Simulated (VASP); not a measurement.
# Ir (Fm-3m) in VASP: notebook, part 2 of 2

VASP 6.6.1. The steps go on from the part before.

## Step 3: Single point, PBE

Contents of INCAR:

```
SYSTEM = Ir
PREC = Accurate ; ENCUT = 500
EDIFF = 1E-6 ; ISMEAR = 0
SIGMA = 0.3 ; LREAL = .False.
LASPH = .True. ; NELM = 120
ALGO = Normal ; ISIF = 2
LWAVE = .False. ; LCHARG = .False.
GGA = PE ; NBANDS = 10
GGA_COMPAT = .False.
```

Contents of KPOINTS:

```
regular mesh
0
Gamma
  20 20 20
  0 0 0
```

Contents of POSCAR:

```
Ir
1.0
    0.0000000000      1.9358771590      1.9358771590
    1.9358771590      0.0000000000      1.9358771590
    1.9358771590      1.9358771590      0.0000000000
Ir
1
Direct
    0.0000000000      0.0000000000      0.0000000000
```

Potentials or basis: VASP PAW PBE potentials, release 64 (Ir).

The run is started by

```sh
$ cat potpaw_PBE.64/Ir/POTCAR > POTCAR
$ mpirun -np 1 vasp_std > vasp.out
```

OUTCAR:

```text
SYSTEM = Ir
   PREC = Accurate
   ENCUT = 500
   EDIFF = 1E-6
   ISMEAR = 0
   LREAL = .False.
   LASPH = .True.
   NELM = 120
   ISIF = 2
   GGA = PE

 ion  position               nearest neighbor table
   1  0.000  0.000  0.000-

  LATTYP: Found a face centered cubic cell.
 ALAT       =     3.8717543180

  Lattice vectors:

 A1 = (   0.0000000000,   1.9358771590,   1.9358771590)
 A2 = (   1.9358771590,   0.0000000000,   1.9358771590)
 A3 = (   1.9358771590,   1.9358771590,   0.0000000000)

Analysis of symmetry for initial positions (statically):
=====================================================================
 Subroutine PRICEL returns:
 Original cell was already a primitive cell.

 Routine SETGRP: Setting up the symmetry group for a
 face centered cubic supercell.

 Subroutine GETGRP returns: Found 48 space group operations
 (whereof 48 operations were pure point group operations)
 out of a pool of 48 trial point group operations.

The static configuration has the point symmetry O_h .

Analysis of symmetry for dynamics (positions and initial velocities):
[... 164 lines left out ...]
 k-point     1 :       0.0000    0.0000    0.0000
  band No.  band energies     occupation
      1      -0.8763      2.00000
      2       6.2342      2.00000
      3       6.2342      2.00000
      4       6.2342      2.00000
      5       8.8155      2.00000
      6       8.8155      2.00000
      7      24.3460      0.00000
      8      29.7804      0.00000
      9      29.7804      0.00000
     10      29.7804      0.00000
[... 287 lines left out ...]
 k-point    24 :      -0.3500    0.0500    0.0000
  band No.  band energies     occupation
      1       2.1803      2.00000
      2       6.2965      2.00000
      3       6.4022      2.00000
      4       7.0222      2.00000
      5       9.8043      1.47095
      6      10.5551      0.00361
      7      19.9671      0.00000
      8      25.0110      0.00000
      9      30.2919      0.00000
     10      31.9434      0.00000

 [... further k-points ...]

------------------------ aborting loop because EDIFF is reached ----------------------------------------

  FORCE on cell =-STRESS in cart. coord.  units (eV):
  Direction    XX          YY          ZZ          XY          YZ          ZX
  --------------------------------------------------------------------------------------
  -------------------------------------------------------------------------------------
  Total        0.0427706      0.0427706      0.0427706      0.0000000      0.0000000      0.0000000
  in kB        4.7227198      4.7227198      4.7227198      0.0000000      0.0000000      0.0000000
  external PRESSURE =       4.7227198 kB  Pullay stress =       0.0000000 kB

 VOLUME and BASIS-vectors are now :
 -----------------------------------------------------------------------------
  energy-cutoff  :      500.00
  volume of cell :       14.51
      direct lattice vectors                 reciprocal lattice vectors
     0.000000000  1.935877159  1.935877159    -0.258280851  0.258280851  0.258280851
     1.935877159  0.000000000  1.935877159     0.258280851 -0.258280851  0.258280851
     1.935877159  1.935877159  0.000000000     0.258280851  0.258280851 -0.258280851

 POSITION                                       TOTAL-FORCE (eV/Angst)
 -----------------------------------------------------------------------------------
      0.00000      0.00000      0.00000         0.000000     -0.000000     -0.000000
 -----------------------------------------------------------------------------------
    total drift:                               -0.000000     -0.000000     -0.000000

  FREE ENERGIE OF THE ION-ELECTRON SYSTEM (eV)
  ---------------------------------------------------
  free  energy   TOTEN  =        -8.8717996377 eV

  energy  without entropy=       -8.8306037162  energy(sigma->0) =       -8.85120168
```

OSZICAR:

```text
N       E                     dE             d eps       ncg     rms          rms(c)
DAV:   1     0.469608351749E+02    0.46961E+02   -0.42560E+03  5168   0.788E+02
DAV:   2    -0.853062842950E+01   -0.55491E+02   -0.52534E+02  5256   0.193E+02
DAV:   3    -0.942950793940E+01   -0.89888E+00   -0.89578E+00  6056   0.300E+01
DAV:   4    -0.943762840691E+01   -0.81205E-02   -0.81189E-02  5710   0.263E+00
DAV:   5    -0.943779660669E+01   -0.16820E-03   -0.16820E-03  5884   0.366E-01    0.142E+01
DAV:   6    -0.896111253208E+01    0.47668E+00   -0.86570E-01  5728   0.113E+01    0.576E+00
DAV:   7    -0.887776091167E+01    0.83352E-01   -0.26277E-01  6090   0.574E+00    0.150E+00
DAV:   8    -0.887482531981E+01    0.29356E-02   -0.21183E-03  5496   0.483E-01    0.105E+00
DAV:   9    -0.887179317106E+01    0.30321E-02   -0.19455E-03  5806   0.609E-01    0.138E-02
DAV:  10    -0.887179863712E+01   -0.54661E-05   -0.11013E-05  6952   0.306E-02    0.243E-02
DAV:  11    -0.887179965964E+01   -0.10225E-05   -0.83438E-07  3824   0.106E-02    0.861E-04
DAV:  12    -0.887179963769E+01    0.21941E-07   -0.29952E-08  2714   0.196E-03
   1 F= -.88717996E+01 E0= -.88512017E+01  d E =-.411959E-01
```

stdout:

```text
POSCAR found type information on POSCAR Ir
 POSCAR found :  1 types and       1 ions
 scaLAPACK will be used
 LDA part: xc-table for (Slater+PW92), standard interpolation
 POSCAR, INCAR and KPOINTS ok, starting setup
 FFT: planning ... GRIDC
 FFT: planning ... GRID_SOFT
 FFT: planning ... GRID
 WAVECAR not read
 entering main loop
```

Wall time 16 s (1 thread of AMD EPYC 9R45 (Zen 5), shared host); peak memory 0.13 GiB.

What came out:

```
Free energy            : -8.8718 eV
Pressure               : 0.5 GPa
Band gap on the k mesh : zero (an odd number of electrons rules out a gap without spin polarisation)
```

Caveat: so wide a smearing shifts energies and pressures; spin-orbit coupling is left out, which moves the levels of the heavy elements.

## Step 4: Relaxation of cell and atoms, PBE

This run uses another cell than the first one, of 14.56 Å³/atom.

Contents of INCAR:

```
ALGO = Normal ; EDIFF = 1E-7
EDIFFG = -0.002 ; ENCUT = 500
GGA = PE ; GGA_COMPAT = False
IBRION = 2 ; ISIF = 3
ISMEAR = 0 ; LASPH = True
LCHARG = False ; LREAL = False
LWAVE = False ; NELM = 120
NELMIN = 4 ; NSW = 100
PREC = Accurate ; SIGMA = 0.3
```

Contents of KPOINTS:

```
k-points
0
Gamma
  18 18 18
```

Contents of POSCAR:

```
Ir
1.0
    0.0000000000      1.9380596429      1.9380596429
    1.9380596429      0.0000000000      1.9380596429
    1.9380596429      1.9380596429      0.0000000000
Ir
1
Direct
    0.0000000000      0.0000000000      0.0000000000
```

Potentials or basis: VASP PAW PBE potentials, release 64 (Ir).

The run is started by

```sh
$ cat potpaw_PBE.64/Ir/POTCAR > POTCAR
$ mpirun -np 1 vasp_std > vasp.out
```

OUTCAR:

```text
EDIFF = 1E-7
   EDIFFG = -0.002
   ENCUT = 500
   GGA = PE
   IBRION = 2
   ISIF = 3
   ISMEAR = 0
   LASPH = True
   LREAL = False
   NELM = 120
   NELMIN = 4
   NSW = 100
   PREC = Accurate

 ion  position               nearest neighbor table
   1  0.000  0.000  0.000-

  LATTYP: Found a face centered cubic cell.
 ALAT       =     3.8761192858

  Lattice vectors:

 A1 = (   0.0000000000,   1.9380596429,   1.9380596429)
 A2 = (   1.9380596429,   0.0000000000,   1.9380596429)
 A3 = (   1.9380596429,   1.9380596429,   0.0000000000)

Analysis of symmetry for initial positions (statically):
=====================================================================
 Subroutine PRICEL returns:
 Original cell was already a primitive cell.

 Routine SETGRP: Setting up the symmetry group for a
 face centered cubic supercell.

 Subroutine GETGRP returns: Found 48 space group operations
 (whereof 48 operations were pure point group operations)
[... 209 lines left out ...]
      1      -0.8409      2.00000
      2       6.2984      2.00000
      3       6.2984      2.00000
      4       6.2984      2.00000
      5       8.9037      2.00000
      6       8.9037      2.00000
      7      24.4303      0.00000
      8      29.8988      0.00000
[... 287 lines left out ...]
--------------------------------------- Ionic step        3  -------------------------------------------

 number of electron       9.0000000 magnetization

 Free energy of the ion-electron system (eV)
  ---------------------------------------------------
  ext. energy  EPLUGINS =         0.00000000
  ---------------------------------------------------
  free energy    TOTEN  =        -8.87305661 eV

  energy without entropy =       -8.83140734  energy(sigma->0) =       -8.85223198

 E-fermi :   9.9382     XC(G=0): -13.8295

 val. band max:        9.9090839751   @ k =  -0.4444   0.4444   0.1111
 cond. band min:       9.9414653735   @ k =  -0.3333   0.2778   0.0556
 fundamental gap:      0.0323813984
 Fermi energy:         9.9382347416

 k-point     1 :       0.0000    0.0000    0.0000
  band No.  band energies     occupation
      1      -0.8851      2.00000
      2       6.2201      2.00000
      3       6.2201      2.00000
      4       6.2201      2.00000
      5       8.7964      2.00000
      6       8.7964      2.00000
      7      24.3246      0.00000
      8      29.7518      0.00000
[... 281 lines left out ...]
  FREE ENERGIE OF THE ION-ELECTRON SYSTEM (eV)
  ---------------------------------------------------
  free  energy   TOTEN  =        -8.8730566101 eV

  energy  without entropy=       -8.8314073446  energy(sigma->0) =       -8.85223198

 reached required accuracy - stopping structural energy minimisation
```

CONTCAR:

```text
Ir
   1.00000000000000
    -0.0000000000000000    1.9367532211580556    1.9367532211580556
     1.9367532211580556    0.0000000000000000    1.9367532211580556
     1.9367532211580556    1.9367532211580556    0.0000000000000000
  Ir
     1
Direct
     0.0000000000000000    0.0000000000000000    0.0000000000000000

  0.00000000E+00  0.00000000E+00  0.00000000E+00
```

Run time: 22 s. Hardware: 1 thread of AMD EPYC 9R45 (Zen 5), shared host; peak memory 0.12 GiB.

Results:

| Item | Value |
| --- | --- |
| Free energy | -8.8731 eV |
| Relaxed volume | 14.53 Å³/atom |
| Relaxed cell | a = 2.739 Å, b = 2.739 Å, c = 2.739 Å, α = 60.00°, β = 60.00°, γ = 60.00° |
| Space group after relaxing (to 0.1 Å) | Fm-3m (No. 225) |
| Energy gained by relaxing | 0.1 meV/atom |
| Ionic steps | 3 |
| Pressure after relaxing | 0.0 GPa |
| Band gap on the k mesh | zero (an odd number of electrons rules out a gap without spin polarisation) |

Final structure:
```
Ir
1.0
     0.00000    1.93675    1.93675
     1.93675    0.00000    1.93675
     1.93675    1.93675    0.00000
Ir
1
Cartesian
  0.0000 0.0000 0.0000
```

Caveat: so wide a smearing shifts energies and pressures; spin-orbit coupling is left out, which moves the levels of the heavy elements.

## Step 5: Summary

```csv
task,cell,k mesh,gap on the mesh (eV),pressure (GPa)
single point,"a = 2.738 Å, angles 60.0°, 1 atom",18 × 18 × 18,none,0.5
single point,"a = 2.738 Å, angles 60.0°, 1 atom",20 × 20 × 20,none,0.5
relaxation of cell and atoms,"relaxed from a = 2.741 Å, angles 60.0°, 1 atom",18 × 18 × 18,none,0.0
```

Alike in all rows: level PBE; potentials or basis VASP PAW PBE potentials, release 64 (Ir); no spin polarisation; cutoff (eV) 500; smearing gaussian 0.3 eV.

Caveats: so wide a smearing shifts energies and pressures; spin-orbit coupling is left out, which moves the levels of the heavy elements.

Total energies depend on the potentials used, so only differences within one code and one set of settings carry meaning.
